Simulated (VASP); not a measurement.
A run of VASP 6.6.1:

INCAR

```
SYSTEM = Sb
PREC = Accurate ; ENCUT = 500
EDIFF = 1E-6 ; ISMEAR = -1
SIGMA = 0.05 ; LREAL = .FALSE.
LASPH = .TRUE. ; NELM = 120
ALGO = Normal ; ISIF = 2
LWAVE = .FALSE. ; LCHARG = .FALSE.
GGA = PS ; NBANDS = 8
GGA_COMPAT = .FALSE.
```

File KPOINTS:

```
Automatic mesh
0
G
  10 10 10
  0 0 0
```

File POSCAR:

```
Sb
1.0
   -1.7964872508      1.7964872508      1.8713408863
    1.7964872508     -1.7964872508      1.8713408863
    1.7964872508      1.7964872508     -1.8713408863
Sb
1
Direct
    0.0000000000      0.0000000000      0.0000000000
```

Potentials or basis: VASP PAW PBE potentials, release 64 (Sb).

Command:

```console
$ cat potpaw_PBE.64/Sb/POTCAR > POTCAR
$ mpirun -np 1 vasp_std > vasp.out
```

Hardware: 1 thread of Intel Xeon 8259CL, on a shared host.

Estimate the wall time of this run.

Wall time 15 s on 1 thread of Intel Xeon 8259CL, with other jobs on the host, peak memory 0.15 GiB. Counts: scf iterations 9, k points 102.
